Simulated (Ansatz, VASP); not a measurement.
**Two plane-wave programs on GaP**

```
Ga P
1.0
     0.00000    2.68129    2.81535
     2.68129    0.00000    2.81535
     2.68129    2.68129    0.00000
Ga P
1 1
Direct
  0.00000 0.00000 0.00000
  0.75000 0.75000 0.75000
```

Alike in both runs: task single point; functional LDA; k mesh 10 × 10 × 10; occupations gaussian, width 0.05 eV; no spin polarisation.

|  | VASP | Ansatz |
| --- | --- | --- |
| version | VASP 6.6.1 | Ansatz 0.2.0 |
| potentials or method | VASP PAW LDA potentials, release 64 (Ga_d, P), cutoff 520 eV | scalar-relativistic, plane waves, PAW |
| valence electrons in the cell | 18 | 18 |

VASP gave:

- gap on the k mesh at the Fermi level (eV): 1.22
- least direct gap on the mesh (eV): 1.52
- pressure (GPa): -2.7
- traceless stress, the component that is largest in VASP (GPa): -2.75

Q: Estimate Ansatz's values.

A: gap on the k mesh at the Fermi level (eV): 1.22; least direct gap on the mesh (eV): 1.49; pressure (GPa): -2.8; traceless stress, the component that is largest in VASP (GPa): -2.75.

LDA's correlation is that of Perdew and Zunger in VASP and of Perdew and Wang (1992) in Ansatz.
